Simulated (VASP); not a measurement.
The system is SiC.

```
Si C
1.0
     1.42060   -4.65699    0.00000
     1.42060    4.65699    0.00000
     0.00000    0.00000    2.95525
Si C
2 2
Direct
  0.09403 0.90597 0.50000
  0.90597 0.09403 0.50000
  0.19500 0.80500 0.00000
  0.80500 0.19500 0.00000
```

The cell was built from a structure type or drawn by symmetry, and may not be a known phase.

| Property | Result |
| --- | --- |
| Program | VASP 6.6.1 |
| Task | relaxation of cell and atoms |
| Functional | PBE |
| Potentials or basis | VASP PAW PBE potentials, release 64 (Si, C) |
| Cutoff | 600 eV |
| k mesh | 6 × 6 × 6 |
| Occupations | gaussian, width 0.1 eV |
| Spin | no spin polarisation |

At the start: pressure 70.4 GPa; volume 9.78 Å³/atom.

Problem. How do energy, volume and symmetry change on relaxing?

Solution. Over 54 steps the energy falls by 1335.3 meV/atom and the volume is 11.32 Å³/atom (+15.8 %); space group Cmmm (No. 65, to 0.1 Å) before and after.

Step by step:
```tsv
step	energy change (eV)	largest force (eV/Å)	pressure (GPa)	volume (Å³)
1	0.0000	13.7666	70.37	39.10
3	-2.5411	2.8041	-2.00	65.64
5	-3.5650	0.8304	-5.10	66.08
7	-3.7172	1.0315	1.89	61.97
9	-3.8766	1.2399	1.65	60.06
11	-4.1483	3.7107	2.73	56.26
13	-4.2708	3.5283	1.18	55.27
15	-4.5079	1.7879	0.08	55.47
17	-4.5935	0.6306	-0.05	55.70
19	-4.5996	0.6247	-0.33	55.68
21	-4.6587	0.5954	-2.62	55.64
23	-4.7164	0.5980	-6.67	55.56
25	-4.7285	0.4087	-6.78	55.23
27	-4.7503	0.3682	-6.32	54.48
29	-4.8191	0.5758	-0.23	52.23
31	-4.8297	0.5020	0.73	51.79
33	-4.8528	0.9351	1.57	50.55
35	-4.8692	0.7078	0.79	50.86
37	-4.9455	0.5581	-2.57	50.31
39	-5.0689	2.0038	-6.62	47.45
41	-5.2226	0.8559	-8.17	48.33
43	-5.2258	0.8361	-8.16	48.25
45	-5.2445	0.5432	-6.87	47.63
47	-5.3023	0.1451	-3.50	46.65
49	-5.3212	0.3219	0.00	45.77
51	-5.3388	0.1968	-0.17	45.42
53	-5.3407	0.1061	-0.03	45.34
54	-5.3413	0.0250	0.14	45.28
```

Final structure:
```
Si C
1.0
     1.26838   -5.83736    0.00000
     1.26838    5.83736    0.00000
     0.00000    0.00000    3.05792
Si C
2 2
Direct
  0.10516 0.89484 0.50000
  0.89484 0.10516 0.50000
  0.21686 0.78314 0.00000
  0.78314 0.21686 0.00000
```

Caveat: the k points lie up to 0.42 Å⁻¹ apart in the final cell, too coarse for converged energies and pressures of a metal; the volume moved by over 15 % at a fixed basis, so the end points are rough.
